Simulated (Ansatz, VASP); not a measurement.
## One calculation of TiAl, two programs

```
Ti Al
1.0
     2.88112    0.00000    0.00000
    -1.44056    2.49512    0.00000
     0.00000    0.00000    4.64864
Ti Al
1 1
Direct
  0.00000 0.00000 0.00000
  0.33333 0.66667 0.50000
```

Alike in both runs: functional PBE; k mesh 18 × 18 × 10; occupations gaussian, width 0.1 eV; no spin polarisation.

Ansatz relaxed the structure, and its values are those at the end. VASP's run is a single point on that final structure, the one shown.

|  | VASP | Ansatz |
| --- | --- | --- |
| version | VASP 6.6.1 | Ansatz 0.2.0 |
| potentials or method | VASP PAW PBE potentials, release 64 (Ti_sv, Al), cutoff 520 eV | scalar-relativistic, plane waves, PAW |
| valence electrons in the cell | 15 | 15 |

```tsv
	VASP	Ansatz	Ansatz less VASP
gap on the k mesh at the Fermi level (eV)	none	none	-
pressure (GPa)	-0.1	0.0	+0.09
```

A gap of «none» marks a metal or a gap that the smearing closes. The functional is the same, so the differences come from potentials, cutoffs and numerics.
